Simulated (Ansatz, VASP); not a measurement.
## CaMg: VASP beside Ansatz

```
CELL_PARAMETERS angstrom
3.89943 0.00000 0.00000
0.00000 3.89943 0.00000
0.00000 0.00000 4.18019
ATOMIC_POSITIONS crystal
Ca 0.00000 0.00000 0.00000
Mg 0.50000 0.50000 0.50000
```

Alike in both runs: task single point; functional LDA; k mesh 14 × 14 × 14; occupations gaussian, width 0.15 eV; no spin polarisation.

|  | VASP | Ansatz |
| --- | --- | --- |
| version | VASP 6.6.1 | Ansatz 0.2.0 |
| potentials or method | VASP PAW LDA potentials, release 64 (Ca_sv, Mg), cutoff 520 eV | scalar-relativistic, plane waves, PAW |
| valence electrons in the cell | 12 | 20 |

```tsv
	VASP	Ansatz	Ansatz less VASP
gap on the k mesh at the Fermi level (eV)	none	none	-
pressure (GPa)	-2.5	-2.4	+0.16
traceless stress, the component that is largest in VASP (GPa)	-0.40	-0.39	+0.011
```

LDA's correlation is that of Perdew and Zunger in VASP and of Perdew and Wang (1992) in Ansatz. A gap of «none» marks a metal or a gap that the smearing closes. VASP's potentials hold 12 valence electrons a cell and Ansatz's 20, so a difference there can come from the potentials and not from the codes.
